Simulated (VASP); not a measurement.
# EuO (Fm-3m) in VASP: further runs

Runs on EuO. Level: PBE+U. Tasks: single point.

Program: VASP 6.6.1. These are calculated values, not measurements. Logs are shortened: lines on timing, memory, paths and dates and some standing lists are left out, and cuts for length are marked.

**1. The cell of the first run**

It takes space group Fm-3m (No. 225, cubic). Conventional cell: a = 5.035 Å, b = 5.035 Å, c = 5.035 Å, α = 90.00°, β = 90.00°, γ = 90.00°. Eu (site symmetry m-3m) has 6 O at 2.52 Å within 3.3 Å. O (site symmetry m-3m) has 6 Eu at 2.52 Å within 3.3 Å.

**2. Single point, PBE+U, collinear spin, ferromagnetic start (15.95 Å³/atom)**

Input file INCAR:

```
ALGO     = Normal         # electronic algorithm
EDIFF    = 1E-6           # SCF threshold, eV
ENCUT    = 600            # plane-wave cutoff, eV
GGA      = PE             # functional
GGA_COMPAT= False        
ISIF     = 2              # what is computed and relaxed
ISMEAR   = 0              # smearing method
ISPIN    = 2              # spin polarisation
LASPH    = True           # aspherical terms in the spheres
LCHARG   = True           # write CHGCAR
LDAU     = True           # DFT+U
LDAUJ    = 0 0          
LDAUL    = 3 -1           # shell
LDAUPRINT= 1            
LDAUTYPE = 2            
LDAUU    = 6 0            # U, eV
LELF     = True           # ELF
LMAXMIX  = 6              # l up to which the mixer works
LORBIT   = 11             # projections on sites
LREAL    = False          # projectors in reciprocal space
LVHAR    = True         
LWAVE    = False          # write WAVECAR
MAGMOM   = 7.39 -0.1      # initial moments
NBANDS   = 22             # bands
NELM     = 200            # most SCF steps
PREC     = Accurate       # precision mode
SIGMA    = 0.05           # smearing width, eV
```

Input file KPOINTS:

```
k-points
0
Gamma
  10 10 10
```

Input file POSCAR:

```
EuO
1.0
    0.0000000000      2.5173480833      2.5173480833
    2.5173480833      0.0000000000      2.5173480833
    2.5173480833      2.5173480833      0.0000000000
Eu O
1 1
Direct
    0.0000000000      0.0000000000      0.0000000000
    0.5000000000      0.5000000000      0.5000000000
```

Potentials or basis: VASP PAW PBE potentials, release 64 (Eu, O).

The run is started by

```console
> cat potpaw_PBE.64/Eu/POTCAR potpaw_PBE.64/O/POTCAR > POTCAR
> mpirun -np 1 vasp_std > vasp.out
```

OUTCAR:

```text
EDIFF = 1E-6
   ENCUT = 600
   GGA = PE
   ISIF = 2
   ISMEAR = 0
   ISPIN = 2
   LASPH = True
   LORBIT = 11
   LREAL = False
   NELM = 200
   PREC = Accurate

 ion  position               nearest neighbor table
   1  0.000  0.000  0.000-   2 2.52   2 2.52   2 2.52   2 2.52   2 2.52   2 2.52
   2  0.500  0.500  0.500-   1 2.52   1 2.52   1 2.52   1 2.52   1 2.52   1 2.52

  LATTYP: Found a face centered cubic cell.
 ALAT       =     5.0346961666

  Lattice vectors:

 A1 = (   0.0000000000,   2.5173480833,   2.5173480833)
 A2 = (   2.5173480833,   0.0000000000,   2.5173480833)
 A3 = (   2.5173480833,   2.5173480833,   0.0000000000)

Analysis of symmetry for initial positions (statically):
=====================================================================
 Subroutine PRICEL returns:
 Original cell was already a primitive cell.

 Routine SETGRP: Setting up the symmetry group for a
 face centered cubic supercell.

 Subroutine GETGRP returns: Found 48 space group operations
 (whereof 48 operations were pure point group operations)
 out of a pool of 48 trial point group operations.

The static configuration has the point symmetry O_h .

Analysis of symmetry for dynamics (positions and initial velocities):
=====================================================================
 Subroutine PRICEL returns:
 Original cell was already a primitive cell.

 Routine SETGRP: Setting up the symmetry group for a
 face centered cubic supercell.

 Subroutine GETGRP returns: Found 48 space group operations
 (whereof 48 operations were pure point group operations)
 out of a pool of 48 trial point group operations.

The dynamic configuration has the point symmetry O_h .

Analysis of structural, dynamic, and magnetic symmetry:
=====================================================================
 Subroutine PRICEL returns:
 Original cell was already a primitive cell.

 Routine SETGRP: Setting up the symmetry group for a
 face centered cubic supercell.

 Subroutine GETGRP returns: Found 48 space group operations
 (whereof 48 operations were pure point group operations)
 out of a pool of 48 trial point group operations.

The overall configuration has the point symmetry O_h .

 Subroutine INISYM returns: Found 48 space group operations
 (whereof 48 operations are pure point group operations),
 and found     1 'primitive' translations

----------------------------------------------------------------------------------------

                                     Primitive cell

  volume of cell :      31.9051

  direct lattice vectors                    reciprocal lattice vectors
     0.000000000  2.517348083  2.517348083    -0.198621718  0.198621718  0.198621718
     2.517348083  0.000000000  2.517348083     0.198621718 -0.198621718  0.198621718
     2.517348083  2.517348083  0.000000000     0.198621718  0.198621718 -0.198621718

  length of vectors
     3.560067801  3.560067801  3.560067801     0.344022906  0.344022906  0.344022906

  position of ions in fractional coordinates (direct lattice)
     0.000000000  0.000000000  0.000000000
     0.500000000  0.500000000  0.500000000

  ion indices of the primitive-cell ions
   primitive index   ion index
                 1           1
                 2           2

----------------------------------------------------------------------------------------

 KPOINTS: k-points

[... 79 lines left out ...]
   NUPDOWN=      -1.0000    fix difference up-down
   EMIN   =  10.00;   EMAX   =-10.00  energy-range for DOS
   EFERMI =   0.00;   METHOD = LEGACY
   ISMEAR =     0;   SIGMA  =   0.05  broadening in eV -4-tet -1-fermi 0-gaus
   EFERMI_NEDOS =   21; number of points for ismear=-14 and -15
   IALGO  =     38    algorithm
   IMIX   =      4    mixing-type and parameters
     AMIX     =   0.40;   BMIX     =  1.00
     AMIX_MAG =   1.60;   BMIX_MAG =  1.00
  volume/ion in A,a.u.               =      15.95       107.65
  Fermi-wavevector in a.u.,A,eV,Ry     =   1.467904  2.773935 29.317027  2.154741
  Thomas-Fermi vector in A             =   2.583465
   LORBIT       =     11    0 simple, 1 ext, 2 COOP (PROOUT), +10 PAW based schemes
 LDA+U is selected, type is set to LDAUTYPE =  2
   angular momentum for each species LDAUL =     3   -1
   U (eV)           for each species LDAUU =   6.0  0.0
   J (eV)           for each species LDAUJ =   0.0  0.0
   GGA     = PE    functional components
   LHFCALC =     F    Hartree Fock is set to
   AEXX    =    0.0000 exact exchange contribution
   IVDW    =     0    specifies the selected vdW correction
   LEPSILON=     F    determine dielectric tensor
   LRPA    =     F    only Hartree local field effects (RPA)
 spin polarized calculation
 Gauss-broadening in eV      SIGMA  =   0.05
  energy-cutoff  :      600.00
  volume of cell :       31.91
 maximum number of plane-waves:      1090
   NGX = 15   NGY = 15   NGZ = 15

atom =   1  type =  1  l = 3

 onsite density matrix

spin component  1

  0.9709  0.0000 -0.0020 -0.0000  0.0000  0.0000  0.0000
  0.0000  0.9587  0.0000 -0.0000  0.0000  0.0000  0.0000
 -0.0020  0.0000  0.9719  0.0000 -0.0000  0.0000 -0.0000
 -0.0000 -0.0000  0.0000  0.9694 -0.0000  0.0000  0.0000
  0.0000  0.0000 -0.0000 -0.0000  0.9719  0.0000  0.0020
  0.0000  0.0000  0.0000  0.0000  0.0000  0.9735 -0.0000
  0.0000  0.0000 -0.0000  0.0000  0.0020 -0.0000  0.9709

spin component  2

  0.0041 -0.0000  0.0019 -0.0000 -0.0000 -0.0000 -0.0000
 -0.0000  0.0001  0.0000  0.0000 -0.0000 -0.0000 -0.0000
  0.0019  0.0000  0.0031 -0.0000 -0.0000  0.0000 -0.0000
 -0.0000  0.0000 -0.0000  0.0056  0.0000  0.0000  0.0000
 -0.0000 -0.0000 -0.0000  0.0000  0.0031 -0.0000 -0.0019
 -0.0000 -0.0000  0.0000  0.0000 -0.0000  0.0016  0.0000
 -0.0000 -0.0000 -0.0000  0.0000 -0.0019  0.0000  0.0041

 occupancies and eigenvectors

  o =  0.0001  v =  0.0000  0.0000  0.0000  0.0000  0.0000  0.0000  0.0000  0.0000  1.0000 -0.0000 -0.0000  0.0000  0.0000  0.0000      0.0000  0.0000  0.0000  0.0000  0.0000  0.0000  0.0000  0.0000  0.0000  0.0000  0.0000  0.0000  0.0000  0.0000
  o =  0.0016  v =  0.0000  0.0000  0.0000  0.0000  0.0000  0.0000  0.0000 -0.0734  0.0000  0.0948  0.0000 -0.7849 -0.0008 -0.6080      0.0000  0.0000  0.0000  0.0000  0.0000  0.0000  0.0000  0.0000  0.0000  0.0000  0.0000  0.0000  0.0000  0.0000
  o =  0.0016  v =  0.0000  0.0000  0.0000  0.0000  0.0000  0.0000  0.0000  0.6080 -0.0000 -0.7849 -0.0000 -0.0948  0.0002 -0.0734      0.0000  0.0000  0.0000  0.0000  0.0000  0.0000  0.0000  0.0000  0.0000  0.0000  0.0000  0.0000  0.0000  0.0000
  o =  0.0016  v =  0.0000  0.0000  0.0000  0.0000  0.0000  0.0000  0.0000 -0.0002 -0.0000  0.0002 -0.0000 -0.0006  1.0000 -0.0005      0.0000  0.0000  0.0000  0.0000  0.0000  0.0000  0.0000  0.0000  0.0000  0.0000  0.0000  0.0000  0.0000  0.0000
  o =  0.0056  v =  0.0000  0.0000  0.0000  0.0000  0.0000  0.0000  0.0000 -0.0005 -0.0000 -0.0004 -0.0013  0.6124 -0.0000 -0.7906      0.0000  0.0000  0.0000  0.0000  0.0000  0.0000  0.0000  0.0000  0.0000  0.0000  0.0000  0.0000  0.0000  0.0000
  o =  0.0056  v =  0.0000  0.0000  0.0000  0.0000  0.0000  0.0000  0.0000  0.7906 -0.0000  0.6124  0.0042  0.0004  0.0000 -0.0005      0.0000  0.0000  0.0000  0.0000  0.0000  0.0000  0.0000  0.0000  0.0000  0.0000  0.0000  0.0000  0.0000  0.0000
  o =  0.0056  v =  0.0000  0.0000  0.0000  0.0000  0.0000  0.0000  0.0000  0.0034 -0.0000  0.0026 -1.0000 -0.0008 -0.0000  0.0010      0.0000  0.0000  0.0000  0.0000  0.0000  0.0000  0.0000  0.0000  0.0000  0.0000  0.0000  0.0000  0.0000  0.0000
  o =  0.9587  v =  0.0000 -1.0000  0.0000  0.0000 -0.0000  0.0000 -0.0000  0.0000  0.0000  0.0000  0.0000  0.0000  0.0000  0.0000      0.0000  0.0000  0.0000  0.0000  0.0000  0.0000  0.0000  0.0000  0.0000  0.0000  0.0000  0.0000  0.0000  0.0000
  o =  0.9694  v =  0.0000  0.0000 -0.0000  0.9997  0.0152 -0.0000 -0.0196  0.0000  0.0000  0.0000  0.0000  0.0000  0.0000  0.0000      0.0000  0.0000  0.0000  0.0000  0.0000  0.0000  0.0000  0.0000  0.0000  0.0000  0.0000  0.0000  0.0000  0.0000
  o =  0.9694  v =  0.0000 -0.0000 -0.0000 -0.0248  0.6122  0.0000 -0.7903  0.0000  0.0000  0.0000  0.0000  0.0000  0.0000  0.0000      0.0000  0.0000  0.0000  0.0000  0.0000  0.0000  0.0000  0.0000  0.0000  0.0000  0.0000  0.0000  0.0000  0.0000
  o =  0.9694  v = -0.7906  0.0000 -0.6124 -0.0000  0.0000  0.0000  0.0000  0.0000  0.0000  0.0000  0.0000  0.0000  0.0000  0.0000      0.0000  0.0000  0.0000  0.0000  0.0000  0.0000  0.0000  0.0000  0.0000  0.0000  0.0000  0.0000  0.0000  0.0000
  o =  0.9735  v =  0.0000 -0.0000 -0.0000 -0.0000 -0.0061 -1.0000 -0.0047  0.0000  0.0000  0.0000  0.0000  0.0000  0.0000  0.0000      0.0000  0.0000  0.0000  0.0000  0.0000  0.0000  0.0000  0.0000  0.0000  0.0000  0.0000  0.0000  0.0000  0.0000
  o =  0.9735  v =  0.0000  0.0000 -0.0000 -0.0000 -0.7905  0.0077 -0.6124  0.0000  0.0000  0.0000  0.0000  0.0000  0.0000  0.0000      0.0000  0.0000  0.0000  0.0000  0.0000  0.0000  0.0000  0.0000  0.0000  0.0000  0.0000  0.0000  0.0000  0.0000
  o =  0.9735  v = -0.6124  0.0000  0.7906  0.0000 -0.0000 -0.0000 -0.0000  0.0000  0.0000  0.0000  0.0000  0.0000  0.0000  0.0000      0.0000  0.0000  0.0000  0.0000  0.0000  0.0000  0.0000  0.0000  0.0000  0.0000  0.0000  0.0000  0.0000  0.0000

 number of electron      23.0000000 magnetization       7.0000090

 Free energy of the ion-electron system (eV)
  ---------------------------------------------------
  ext. energy  EPLUGINS =         0.00000000
  ---------------------------------------------------
  free energy    TOTEN  =       -21.07266784 eV

  energy without entropy =      -21.07244798  energy(sigma->0) =      -21.07255791

 E-fermi :   4.1283     XC(G=0): -11.1139

 val. band max:        4.0900471212   @ k =   0.1000   0.1000   0.0000
 cond. band min:       4.1532859301   @ k =   0.4000   0.4000   0.0000
 fundamental gap:      0.0632388089
 Fermi energy:         4.1283437136

 spin component 1

 k-point     1 :       0.0000    0.0000    0.0000
  band No.  band energies     occupation
      1     -35.5928      1.00000
      2     -14.0792      1.00000
      3     -14.0792      1.00000
      4     -14.0792      1.00000
      5     -13.7950      1.00000
      6       0.8663      1.00000
[... 1193 lines left out ...]
     21      14.9039      0.00000
     22      19.1177      0.00000

 [... further k-points ...]

------------------------ aborting loop because EDIFF is reached ----------------------------------------

  FORCE on cell =-STRESS in cart. coord.  units (eV):
  Direction    XX          YY          ZZ          XY          YZ          ZX
  --------------------------------------------------------------------------------------
  -------------------------------------------------------------------------------------
  Total        1.5737081      1.5737081      1.5737081     -0.0000000      0.0000000      0.0000000
  in kB       79.0268989     79.0268989     79.0268989     -0.0000000      0.0000000      0.0000000
  external PRESSURE =      79.0268989 kB  Pullay stress =       0.0000000 kB

 VOLUME and BASIS-vectors are now :
 -----------------------------------------------------------------------------
  energy-cutoff  :      600.00
  volume of cell :       31.91
      direct lattice vectors                 reciprocal lattice vectors
     0.000000000  2.517348083  2.517348083    -0.198621718  0.198621718  0.198621718
     2.517348083  0.000000000  2.517348083     0.198621718 -0.198621718  0.198621718
     2.517348083  2.517348083  0.000000000     0.198621718  0.198621718 -0.198621718

 POSITION                                       TOTAL-FORCE (eV/Angst)
 -----------------------------------------------------------------------------------
      0.00000      0.00000      0.00000        -0.000000     -0.000000     -0.000000
      2.51735      2.51735      2.51735         0.000000      0.000000      0.000000
 -----------------------------------------------------------------------------------
    total drift:                                0.000000      0.000000      0.000000

  FREE ENERGIE OF THE ION-ELECTRON SYSTEM (eV)
  ---------------------------------------------------
  free  energy   TOTEN  =       -21.0726678441 eV

  energy  without entropy=      -21.0724479776  energy(sigma->0) =      -21.07255791

 total charge

# of ion       s       p       d       f       tot
--------------------------------------------------
    1        2.036   5.810   0.347   6.799  14.993
    2        1.554   3.432   0.000   0.000   4.986
--------------------------------------------------
tot          3.590   9.242   0.347   6.799  19.978

 magnetization (x)

# of ion       s       p       d       f       tot
--------------------------------------------------
    1       -0.014  -0.111   0.086   6.759   6.720
    2       -0.005  -0.095   0.000   0.000  -0.100
--------------------------------------------------
tot         -0.019  -0.206   0.086   6.759   6.620
```

Wall time 68 s (1 thread of Intel Xeon 6975P-C (Granite Rapids), shared host); peak memory 0.23 GiB.

What came out:

- Free energy: -21.0727 eV
- Pressure: 7.9 GPa
- Band gap on the k mesh: zero (filled and empty bands overlap)
- Net moment: 7.00 μB per cell
- Site moments: Eu +6.72; O -0.10 μB
- Valence electrons inside the program's atomic spheres: Eu 14.99; O 4.99

Levels at points of the mesh, in eV from the Fermi level:
Spin up:
```
           k point  band 12  band 13  band 14  band 15  band 16  band 17  band 18  band 19
(0.00, 0.00, 0.00)    -0.53     0.03     0.03     0.03     1.13     2.84     2.84     2.84
(0.50, 0.00, 0.00)    -0.57    -0.57    -0.52    -0.52     3.57     5.84     5.84     6.33
(0.50, 0.50, 0.00)    -0.66    -0.52    -0.32    -0.16    -0.16     4.97     7.30     8.21
```
Spin down:
| k point | band 4 | band 5 | band 6 | band 7 | band 8 | band 9 | band 10 | band 11 | band 12 | band 13 |
| --- | --- | --- | --- | --- | --- | --- | --- | --- | --- | --- |
| (0.00, 0.00, 0.00) | -15.89 | -15.89 | -2.81 | -2.81 | -2.81 | 2.01 | 3.85 | 3.85 | 3.85 | 6.36 |
| (0.50, 0.00, 0.00) | -16.00 | -14.85 | -5.02 | -4.10 | -4.10 | 4.25 | 6.64 | 6.92 | 6.92 | 9.05 |
| (0.50, 0.50, 0.00) | -16.43 | -16.43 | -2.73 | -2.71 | -2.71 | 0.61 | 5.90 | 8.08 | 8.56 | 9.45 |

Eigenvalues of the final occupation matrices:
```tsv
site	spin	trace	eigenvalues
site 1 f	1	6.79	0.96 0.97 0.97 0.97 0.97 0.97 0.97
site 1 f	2	0.02	0.00 0.00 0.00 0.00 0.01 0.01 0.01
```

Caveat: the cell stands under pressure; spin-orbit coupling is left out, which moves the levels of the heavy elements; a cell with one magnetic atom can't hold antiferromagnetic order, which such compounds often take. The state reached can hang on the start; a lower one may exist.

**3. Single point, PBE+U, collinear spin, ferromagnetic start**

This run uses another cell than the first one, of 17.01 Å³/atom.

Input file INCAR:

```
PREC = Accurate
ENCUT = 600
EDIFF = 1E-6
ISMEAR = 0
SIGMA = 0.05
LREAL = F
LASPH = T
NELM = 200
ALGO = Normal
ISIF = 2
LWAVE = F
LCHARG = T
ISPIN = 2
MAGMOM = 7 0
LORBIT = 11
LMAXMIX = 6
LDAU = T
LDAUTYPE = 2
LDAUL = 3 -1
LDAUU = 6 0
LDAUJ = 0 0
LDAUPRINT = 1
GGA = PE
LELF = T
LVHAR = T
NBANDS = 22
GGA_COMPAT = F
```

Input file KPOINTS:

```
Automatic mesh
0
Gamma
  10 10 10
```

Input file POSCAR:

```
EuO
1.0
    0.0000000000      2.5719500000      2.5719500000
    2.5719500000      0.0000000000      2.5719500000
    2.5719500000      2.5719500000      0.0000000000
Eu O
1 1
Direct
    0.0000000000      0.0000000000      0.0000000000
    0.5000000000      0.5000000000      0.5000000000
```

Potentials or basis: VASP PAW PBE potentials, release 64 (Eu, O).

The run is started by

```console
> cat potpaw_PBE.64/Eu/POTCAR potpaw_PBE.64/O/POTCAR > POTCAR
> mpirun -np 1 vasp_std > vasp.out
```

Run time: 73 s. Hardware: 1 thread of Intel Xeon 6975P-C (Granite Rapids), shared host; peak memory 0.25 GiB.

It converged, with:

```yaml
Free_energy: -21.1332 eV
Pressure: 1.2 GPa
Band_gap_on_the_k_mesh: zero (filled and empty bands overlap)
Net_moment: 7.00 μB per cell
Site_moments: Eu +6.73; O -0.09 μB
Valence_electrons_inside_the_program's_atomic_spheres: Eu 14.95; O 4.96
```

Levels at points of the mesh, in eV from the Fermi level:
Spin up:
```csv
k point,band 13,band 14,band 15,band 16,band 17,band 18
"(0.00, 0.00, 0.00)",0.00,0.00,0.00,0.90,2.93,2.93
"(0.50, 0.00, 0.00)",-0.53,-0.49,-0.49,3.51,5.68,5.68
"(0.50, 0.50, 0.00)",-0.50,-0.17,-0.17,-0.03,4.68,7.07
```
Spin down:
```tsv
k point	band 5	band 6	band 7	band 8	band 9	band 10	band 11	band 12
(0.00, 0.00, 0.00)	-15.93	-2.61	-2.61	-2.61	1.70	3.90	3.90	3.90
(0.50, 0.00, 0.00)	-14.96	-4.70	-3.76	-3.76	4.15	6.39	6.72	6.72
(0.50, 0.50, 0.00)	-16.38	-2.68	-2.57	-2.57	0.84	5.56	7.85	8.31
```

Eigenvalues of the final occupation matrices:
| site | spin | trace | eigenvalues |
| --- | --- | --- | --- |
| site 1 f | 1 | 6.81 | 0.96 0.97 0.97 0.97 0.98 0.98 0.98 |
| site 1 f | 2 | 0.02 | 0.00 0.00 0.00 0.00 0.00 0.00 0.00 |

Caveat: spin-orbit coupling is left out, which moves the levels of the heavy elements; a cell with one magnetic atom can't hold antiferromagnetic order, which such compounds often take. The state reached can hang on the start; a lower one may exist.

(Continued in part 2 of 2.)
